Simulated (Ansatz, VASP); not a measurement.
**ZnS in VASP and in Ansatz**

```
CELL_PARAMETERS angstrom
1.90307 1.09874 9.35195
-1.90307 1.09874 9.35195
0.00000 -2.19748 9.35195
ATOMIC_POSITIONS crystal
Zn 0.99997 0.99997 0.99997
Zn 0.22227 0.22227 0.22227
Zn 0.44461 0.44461 0.44461
S 0.08327 0.08327 0.08327
S 0.52784 0.52784 0.52784
S 0.30536 0.30536 0.30536
```

Alike in both runs: task single point; functional LDA; k mesh 6 × 6 × 6; no spin polarisation.

```csv
,VASP,Ansatz
version,VASP 6.6.1,Ansatz 0.2.0
potentials or method,"VASP PAW LDA potentials, release 64 (Zn, S), cutoff 500 eV","plane waves, PAW"
occupations,"gaussian, width 0.01 eV",fixed
valence electrons in the cell,54,54
```

Ansatz gave:

```
gap on the k mesh at the Fermi level (eV) : 1.94
```

Problem. What did VASP give for the same quantities?

Solution. gap on the k mesh at the Fermi level (eV): 1.97.

LDA's correlation is that of Perdew and Zunger in VASP and of Perdew and Wang (1992) in Ansatz.
